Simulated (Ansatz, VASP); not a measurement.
## HfNb2F: VASP beside Ansatz

File INCAR:

```
PREC = Accurate
ENCUT = 520
EDIFF = 1E-7
ISMEAR = 0
SIGMA = 0.1
LREAL = False
LASPH = True
NELM = 60
ALGO = Normal
ISIF = 2
LWAVE = False
LCHARG = True
GGA = PE
LELF = True
LVHAR = True
NBANDS = 53
```

KPOINTS

```
regular mesh
0
Gamma
  6 6 6
```

The input POSCAR:

```
HfNb2F
1.0
    6.7123209494      0.0000000000      0.0000000000
   -3.3561604747      5.8130404606      0.0000000000
    0.0000000000      0.0000000000      7.6542449652
Hf Nb F
2 4 2
Direct
    0.0000000000      0.0000000000      0.3121367239
    0.0000000000      0.0000000000      0.6878632761
    0.5000000000      0.0000000000      0.0000000000
    0.0000000000      0.5000000000      0.0000000000
    0.5000000000      0.5000000000      0.0000000000
    0.0000000000      0.0000000000      0.0000000000
    0.3333333333      0.6666666667      0.0000000000
    0.6666666667      0.3333333333      0.0000000000
```

Input for Ansatz:

```yaml
crystal:
  lattice:
    - [6.7123209494, 0.0, 0.0]
    - [-3.3561604747, 5.8130404606, 0.0]
    - [0.0, 0.0, 7.6542449652]
  atoms:
    - { symbol: Hf, position: [0.0, 0.0, 0.3121367239] }
    - { symbol: Hf, position: [0.0, 0.0, 0.6878632761] }
    - { symbol: Nb, position: [0.5, 0.0, 0.0] }
    - { symbol: Nb, position: [0.0, 0.5, 0.0] }
    - { symbol: Nb, position: [0.5, 0.5, 0.0] }
    - { symbol: Nb, position: [0.0, 0.0, 0.0] }
    - { symbol: F, position: [0.3333333333, 0.6666666667, 0.0] }
    - { symbol: F, position: [0.6666666667, 0.3333333333, 0.0] }
basis:
  ecutwfc: 420
kpoints:
  mp_grid: { grid: [6, 6, 6] }
  band_path:
    path:
      - [[0.0, 0.0, 0.0], [0.5, 0.0, 0.0], [0.33333333, 0.33333333, 0.0], [0.0, 0.0, 0.0], [0.0, 0.0, 0.5], [0.5, 0.0, 0.5], [0.33333333, 0.33333333, 0.5], [0.0, 0.0, 0.5]]
      - [[0.5, 0.0, 0.5], [0.5, 0.0, 0.0]]
      - [[0.33333333, 0.33333333, 0.5], [0.33333333, 0.33333333, 0.0]]
    npoints: 14
hamiltonian:
  xc: pbe
scf:
  occupations: { method: gaussian, width: 0.1 }
  n_extra_bands: 20
output:
  forces: true
  stress: true
  eigenvalues: true
  populations: true
  dos: { projected: true, de: 0.02, nscf_kmesh: { grid: [8, 8, 8] } }
  bader: true
  write_density: true
  write_potential: true
  elf: true
  volumetric_format: npy
```

Alike in both runs: task single point; functional PBE; k mesh 6 × 6 × 6; occupations gaussian, width 0.1 eV; no spin polarisation.

|  | VASP | Ansatz |
| --- | --- | --- |
| version | VASP 6.6.1 | Ansatz 0.2.0 |
| potentials or method | VASP PAW PBE potentials, release 64 (Hf_pv, Nb_sv, F), cutoff 520 eV | scalar-relativistic, plane waves, PAW |
| valence electrons in the cell | 86 | 118 |

```tsv
	VASP	Ansatz	Ansatz less VASP
gap on the k mesh at the Fermi level (eV)	none	none	-
pressure (GPa)	-0.2	0.0	+0.19
traceless stress, the component that is largest in VASP (GPa)	-0.14	0.00	+0.146
rms of the force components (eV/Å)	0.028	0.000	-0.0279
```

Atom by atom the forces differ by 0.028 eV/Å (rms over components). A gap of «none» marks a metal or a gap that the smearing closes. The functional is the same, so the differences come from potentials, cutoffs and numerics. VASP's potentials hold 86 valence electrons a cell and Ansatz's 118, so a difference there can come from the potentials and not from the codes.

Spin-orbit coupling is off throughout.
